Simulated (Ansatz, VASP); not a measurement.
Two plane-wave programs on MgO

File INCAR:

```
PREC = Accurate
ENCUT = 600
EDIFF = 1E-6
ISMEAR = 0
SIGMA = 0.02
LREAL = False
LASPH = True
NELM = 120
ALGO = Normal
ISIF = 2
LWAVE = False
LCHARG = False
GGA = PE
NBANDS = 11
GGA_COMPAT = False
```

Contents of KPOINTS:

```
regular mesh
0
Gamma
  10 10 10
```

File POSCAR:

```
MgO
1.0
    0.0000000000      2.1076805979      2.1076805979
    2.1076805979      0.0000000000      2.1076805979
    2.1076805979      2.1076805979      0.0000000000
Mg O
1 1
Direct
    0.0000000000      0.0000000000      0.0000000000
    0.5000000000      0.5000000000      0.5000000000
```

Input for Ansatz:

```yaml
crystal:
  lattice:
    - [0.0, 2.1076805996, 2.1076805996]
    - [2.1076805996, 0.0, 2.1076805996]
    - [2.1076805996, 2.1076805996, 0.0]
  atoms:
    - { symbol: Mg, position: [0.0, 0.0, 0.0] }
    - { symbol: O, position: [0.5, 0.5, 0.5] }
basis:
  ecutwfc: 420
kpoints:
  mp_grid: { grid: [10, 10, 10] }
  band_path:
    path:
      - [[0.0, 0.0, 0.0], [0.5, 0.0, 0.5], [0.625, 0.25, 0.625]]
      - [[0.375, 0.375, 0.75], [0.0, 0.0, 0.0], [0.5, 0.5, 0.5], [0.5, 0.25, 0.75], [0.5, 0.0, 0.5]]
    npoints: 12
hamiltonian:
  xc: pbe
scf:
  occupations: { method: gaussian, width: 0.02 }
  n_extra_bands: 6
output:
  forces: true
  stress: true
  eigenvalues: true
```

Alike in both runs: task single point; functional PBE; k mesh 10 × 10 × 10; occupations gaussian, width 0.02 eV; no spin polarisation.

```csv
,VASP,Ansatz
version,VASP 6.6.1,Ansatz 0.2.0
potentials or method,"VASP PAW PBE potentials, release 64 (Mg, O), cutoff 600 eV","scalar-relativistic, plane waves, PAW"
valence electrons in the cell,8,16
```

VASP gave:

- gap on the k mesh at the Fermi level (eV): 4.70
- least direct gap on the mesh (eV): 4.70
- pressure (GPa): 3.3

Question: Which values does Ansatz return?

Answer: gap on the k mesh at the Fermi level (eV): 4.72; least direct gap on the mesh (eV): 4.72; pressure (GPa): 4.3.

With one functional, cell and mesh, what is left measures potentials, basis and numerics. VASP's potentials hold 8 valence electrons a cell and Ansatz's 16, so a difference there can come from the potentials and not from the codes.
